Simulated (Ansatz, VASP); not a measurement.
ReP2 in VASP and in Ansatz

File INCAR:

```
SYSTEM = ReP2
ALGO     = Normal         ! electronic algorithm
EDIFF    = 1E-6           ! SCF threshold, eV
EDIFFG   = -0.04          ! ionic threshold
ENCUT    = 600            ! plane-wave cutoff, eV
GGA      = PE             ! functional
IBRION   = 2              ! ionic algorithm
ISIF     = 3              ! what is computed and relaxed
ISMEAR   = 0              ! smearing method
LASPH    = .TRUE.         ! aspherical terms in the spheres
LCHARG   = .FALSE.        ! write CHGCAR
LREAL    = .FALSE.        ! projectors in reciprocal space
LWAVE    = .FALSE.        ! write WAVECAR
NELM     = 60             ! most SCF steps
NSW      = 90             ! ionic steps
PREC     = Accurate       ! precision mode
SIGMA    = 0.1            ! smearing width, eV
```

Contents of KPOINTS:

```
k-points
0
G
  6 6 4
  0 0 0
```

File POSCAR:

```
ReP2
1.0
    3.1077010848      0.0000000000      0.0000000000
    0.0000000000      3.1077010848      0.0000000000
    0.0000000000      0.0000000000      5.4068553247
Re P
1 2
Direct
    0.0000000000      0.0000000000      0.0000000000
    0.5000000000      0.0000000000      0.3110862459
    0.0000000000      0.5000000000      0.6889137541
```

Input for Ansatz:

```yaml
crystal:
  lattice:
    - [3.1077010848, 0.0, 0.0]
    - [0.0, 3.1077010848, 0.0]
    - [0.0, 0.0, 5.4068553247]
  atoms:
    - { symbol: Re, position: [0.0, 0.0, 0.0] }
    - { symbol: P, position: [0.5, 0.0, 0.3110862459] }
    - { symbol: P, position: [0.0, 0.5, 0.6889137541] }
basis:
  ecutwfc: 420
kpoints:
  mp_grid: { grid: [6, 6, 4] }
hamiltonian:
  xc: pbe
scf:
  occupations: { method: gaussian, width: 0.1 }
  lower_state_search: "off"
output:
  forces: true
  stress: true
  eigenvalues: true
relax:
  adjacent_minimum: "off"
  f_tol: 0.04
  max_steps: 70
  cell: { stress_tol: 0.4 }
```

Change from the starting cell: ordered vacancies on the cation sites of zinc blende (P-4m2, No. 115).

Alike in both runs: task relaxation of cell and atoms; functional PBE; k mesh 6 × 6 × 4; occupations gaussian, width 0.1 eV; no spin polarisation.

```csv
,VASP,Ansatz
version,VASP 6.6.1,Ansatz 0.2.0
potentials or method,"VASP PAW PBE potentials, release 64 (Re, P), cutoff 600 eV","scalar-relativistic, plane waves, PAW"
valence electrons in the cell,17,25
```

```csv
,VASP,Ansatz,Ansatz less VASP
"gap on the k mesh at the Fermi level, each at its own relaxed structure (eV)",none,none,-
relaxed volume (Å³/atom),17.52,17.50,-0.015
relaxed cell length with the largest relative difference (Å),5.429,5.453,+0.0248
```

A gap of «none» marks a metal or a gap that the smearing closes. VASP's potentials hold 17 valence electrons a cell and Ansatz's 25, so a difference there can come from the potentials and not from the codes.

Spin-orbit coupling is off throughout.
